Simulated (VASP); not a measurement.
BaS: relaxation of cell and atoms with LDA

BaS:

```
Ba S
1.0
     0.00000    3.21443    3.21443
     3.21443    0.00000    3.21443
     3.21443    3.21443    0.00000
Ba S
1 1
Direct
  0.00000 0.00000 0.00000
  0.50000 0.50000 0.50000
```

```
Program                : VASP 6.6.1
Task                   : relaxation of cell and atoms
Functional             : LDA
Potentials or basis    : VASP PAW LDA potentials, release 64 (Ba_sv, S)
Cutoff                 : 600 eV
k mesh                 : 6 × 6 × 6
Occupations            : fermi-dirac, width 0.02 eV
Spin                   : no spin polarisation
Dipole correction      : no
Further INCAR settings : ALGO = Normal; EDIFF = 1e-06; IBRION = 2; EDIFFG = -0.005; NSW = 80; ISIF = 3
```

```json
{"Relaxed volume": "31.31 Å³/atom", "Relaxed cell": "a = 4.457 Å, b = 4.457 Å, c = 4.457 Å, α = 60.00°, β = 60.00°, γ = 60.00°", "Space group after relaxing (to 0.1 Å)": "Fm-3m (No. 225)", "Energy gained by relaxing": "16.3 meV/atom", "Ionic steps": "3", "Pressure after relaxing": "0.0 GPa", "Band gap on the k mesh": "1.83 eV (least direct gap 1.94 eV)"}
```

The path:
```csv
step,energy change (eV),largest force (eV/Å),pressure (GPa),volume (Å³)
1,0.0000,0.0000,-2.59,66.43
2,-0.0287,0.0000,1.05,61.39
3,-0.0326,0.0000,0.00,62.61
```

Final structure:
```cif
data_structure
_symmetry_space_group_name_H-M 'P 1'
_symmetry_Int_Tables_number 1
_cell_length_a 4.4572
_cell_length_b 4.4572
_cell_length_c 4.4572
_cell_angle_alpha 60.000
_cell_angle_beta 60.000
_cell_angle_gamma 60.000
_cell_volume 62.61
loop_
_atom_site_label
_atom_site_type_symbol
_atom_site_fract_x
_atom_site_fract_y
_atom_site_fract_z
_atom_site_occupancy
Ba1 Ba 0.00000 0.00000 0.00000 1
S1 S 0.50000 0.50000 0.50000 1
```

Levels at points of the mesh, in eV from the valence-band top:
| k point | band 6 | band 7 | band 8 | band 9 | band 10 | band 11 |
| --- | --- | --- | --- | --- | --- | --- |
| (0.00, 0.00, 0.00) | 0.00 | 0.00 | 0.00 | 3.51 | 3.70 | 3.70 |
| (0.50, 0.00, 0.00) | -2.11 | -1.20 | -1.20 | 5.53 | 5.59 | 6.33 |
| (0.50, 0.50, 0.00) | -0.49 | -0.12 | -0.12 | 1.83 | 5.96 | 6.08 |

It took 36 s on 1 thread of Intel Xeon 8259CL, on a shared host, peak memory 0.18 GiB.

Caveat: spin-orbit coupling is left out, which moves the levels of the heavy elements. Expect the measured gap to be larger: semilocal functionals such as LDA lack the derivative discontinuity.
